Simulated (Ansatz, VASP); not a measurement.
## BAs: VASP beside Ansatz

POSCAR

```
BAs
1.0
    0.0000000000      2.3918677353      2.3918677353
    2.3918677353      0.0000000000      2.3918677353
    2.3918677353      2.3918677353      0.0000000000
B As
1 1
Direct
    0.0000000000      0.0000000000      0.0000000000
    0.2500000000      0.2500000000      0.2500000000
```

INCAR.step1

```
ALGO = Normal
EDIFF = 1E-4
ENCUT = 520
GGA = PE
ISMEAR = 0
LASPH = T
LCHARG = F
LREAL = F
LWAVE = T
NBANDS = 11
NELM = 60
PREC = Accurate
SIGMA = 0.01
```

The input INCAR.step2:

```
ALGO = Normal
EDIFF = 1E-7
ENCUT = 520
ISIF = 2
ISMEAR = 0
ISTART = 1
LASPH = T
LCHARG = F
LMIXTAU = T
LREAL = F
LWAVE = F
METAGGA = R2SCAN
NBANDS = 11
NELM = 60
PREC = Accurate
SIGMA = 0.01
```

The input KPOINTS:

```
k-points
0
Gamma
  10 10 10
```

Input for Ansatz:

```yaml
crystal:
  lattice:
    - [0.0, 2.3918677353, 2.3918677353]
    - [2.3918677353, 0.0, 2.3918677353]
    - [2.3918677353, 2.3918677353, 0.0]
  atoms:
    - { symbol: B, position: [0.0, 0.0, 0.0] }
    - { symbol: As, position: [0.25, 0.25, 0.25] }
kpoints:
  mp_grid: { grid: [10, 10, 10] }
  band_path:
    path:
      - [0.0, 0.0, 0.0]
      - [-0.5, -0.5, 0.0]
      - [-0.375, -0.375, 0.25]
      - [-0.375, 0.0, 0.375]
      - [0.0, 0.0, 0.5]
      - [-0.5, -0.25, 0.25]
      - [0.0, 0.398437, 0.398438]
    npoints: 1
hamiltonian:
  xc: r2scan
scf:
  occupations: { method: fixed }
  n_extra_bands: 4
output:
  forces: true
  stress: true
  eigenvalues: true
```

Alike in both runs: task single point; functional r2SCAN; k mesh 10 × 10 × 10; no spin polarisation.

|  | VASP | Ansatz |
| --- | --- | --- |
| version | VASP 6.6.1 | Ansatz 0.2.0 |
| potentials or method | VASP PAW PBE potentials, release 64 (B, As) | plane waves, PAW |
| plane-wave cutoff (eV) | 520 | 500 |
| occupations | gaussian, width 0.01 eV | fixed |
| valence electrons in the cell | 8 | 18 |

```tsv
	VASP	Ansatz	Ansatz less VASP
gap on the k mesh at the Fermi level (eV)	1.37	1.37	0.000
pressure (GPa)	0.3	0.0	-0.24
```

VASP's potentials were made for PBE, not for r2SCAN. VASP's potentials hold 8 valence electrons a cell and Ansatz's 18, so a difference there can come from the potentials and not from the codes.
